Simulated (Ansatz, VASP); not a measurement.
**One calculation of Sr2AlO, two programs**

```xyz
4
Lattice="5.6382 0.0000 0.0000 -2.8191 4.8828 0.0000 0.0000 0.0000 3.6580" Properties=species:S:1:pos:R:3 pbc="T T T"
Sr    0.0000    3.2552    1.8290
Sr    2.8191    1.6276    1.8290
Al    0.0000    0.0000    0.0000
O     0.0000    0.0000    1.8290
```

Alike in both runs: task relaxation of cell and atoms; functional PBE; k mesh 12 × 12 × 12; occupations gaussian, width 0.1 eV; no spin polarisation.

|  | VASP | Ansatz |
| --- | --- | --- |
| version | VASP 6.6.1 | Ansatz 0.2.0 |
| potentials or method | VASP PAW PBE potentials, release 64 (Sr_sv, Al, O), cutoff 600 eV | scalar-relativistic, plane waves, PAW |
| valence electrons in the cell | 29 | 29 |

|  | VASP | Ansatz | Ansatz less VASP |
| --- | --- | --- | --- |
| gap on the k mesh at the Fermi level, each at its own relaxed structure (eV) | none | none | - |
| relaxed volume (Å³/atom) | 25.28 | 25.27 | -0.012 |
| relaxed length of the cell vector where the two differ most in proportion (Å) | 5.655 | 5.654 | -0.0018 |

A gap of «none» marks a metal or a gap that the smearing closes.
